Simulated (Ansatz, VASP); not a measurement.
**Sn in VASP and in Ansatz**

```
Sn
1.0
     0.00000    3.32890    3.32890
     3.32890    0.00000    3.32890
     3.32890    3.32890    0.00000
Sn
2
Direct
  0.50000 0.50000 0.50000
  0.75000 0.75000 0.75000
```

Alike in both runs: task single point; functional PBE; k mesh 3 × 3 × 3; occupations fermi-dirac, width 0.1 eV; no spin polarisation.

|  | VASP | Ansatz |
| --- | --- | --- |
| version | VASP 6.6.1 | Ansatz 0.2.0 |
| potentials or method | VASP PAW PBE potentials, release 64 (Sn_d), cutoff 520 eV | plane waves (420 eV) with PAW, scalar-relativistic |
| valence electrons in the cell | 28 | 28 |

VASP gave:

```
pressure (GPa) : 1.6
```

Estimate Ansatz's values.

pressure (GPa): 1.7.

With one functional, cell and mesh, what is left measures potentials, basis and numerics.

The k mesh is coarse, so the values compare programs but aren't converged.
